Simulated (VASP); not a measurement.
Wanted: the native input for a VASP 6.6.1 run.

| Property | Result |
| --- | --- |
| Task | single point |
| Functional | RPBE |
| Potentials or basis | VASP PAW PBE potentials, release 64 (Sb) |
| Cutoff | 520 eV |
| k mesh | 14 × 14 × 14 |
| Occupations | fermi-dirac, width 0.1 eV |
| Spin | no spin polarisation |
| Dipole correction | no |
| Further INCAR settings | ALGO = Normal; EDIFF = 1e-06; NBANDS = 12 |

The structure of Sb lies in POSCAR:

```
Sb
1.0
    2.2569417284      1.3030459144      4.0860367547
   -2.2569417284      1.3030459144      4.0860367547
    0.0000000000     -2.6060918288      4.0860367547
Sb
2
Direct
    0.2303412899      0.2303412899      0.2303412899
    0.7696587101      0.7696587101      0.7696587101
```

The input as run:

INCAR

```
ALGO = Normal
EDIFF = 1E-6
ENCUT = 520
GGA = RP
ISIF = 2
ISMEAR = -1
LASPH = True
LCHARG = False
LREAL = False
LWAVE = False
NBANDS = 12
NELM = 100
PREC = Accurate
SIGMA = 0.1
```

KPOINTS

```
k-points
0
Gamma
  14 14 14
```

Potentials or basis: VASP PAW PBE potentials, release 64 (Sb).

Launch:

```console
$ cat potpaw_PBE.64/Sb/POTCAR > POTCAR
$ mpirun -np 1 vasp_std > vasp.out
```

It gave:

The pressure is -2.9 GPa and the largest force is 0.349 eV/Å. The band gap on the k mesh is zero (bands 5 and 6 overlap by 0.11 eV).

Caveat: the PAW data sets were made with another functional, which shifts forces and pressure a little; spin-orbit coupling is left out, which moves the levels of the heavy elements.

Wall time 5.6 min on 1 thread of Intel Xeon 8259CL (shared host), peak memory 0.36 GiB.
